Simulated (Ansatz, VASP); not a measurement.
**NaCl: VASP beside Ansatz**

```xyz
2
Lattice="0.0000 2.7563 2.7563 2.7563 0.0000 2.7563 2.7563 2.7563 0.0000" Properties=species:S:1:pos:R:3 pbc="T T T"
Cl    2.7563    2.7563    2.7563
Na    0.0000    0.0000    0.0000
```

Alike in both runs: task single point; functional r2SCAN; k mesh 8 × 8 × 8; occupations fermi-dirac, width 0.05 eV; no spin polarisation.

|  | VASP | Ansatz |
| --- | --- | --- |
| version | VASP 6.6.1 | Ansatz 0.2.0 |
| potentials or method | VASP PAW PBE potentials, release 64 (Cl, Na_pv) | Ansatz PAW |
| plane-wave cutoff (eV) | 520 | 500 |
| valence electrons in the cell | 14 | 16 |

```tsv
	VASP	Ansatz	Ansatz less VASP
gap on the k mesh at the Fermi level (eV)	6.22	6.20	-0.023
least direct gap on the mesh (eV)	6.22	6.20	-0.023
pressure (GPa)	1.4	1.6	+0.24
```

VASP's potentials were made for PBE, not for r2SCAN. VASP's potentials hold 14 valence electrons a cell and Ansatz's 16, so a difference there can come from the potentials and not from the codes.
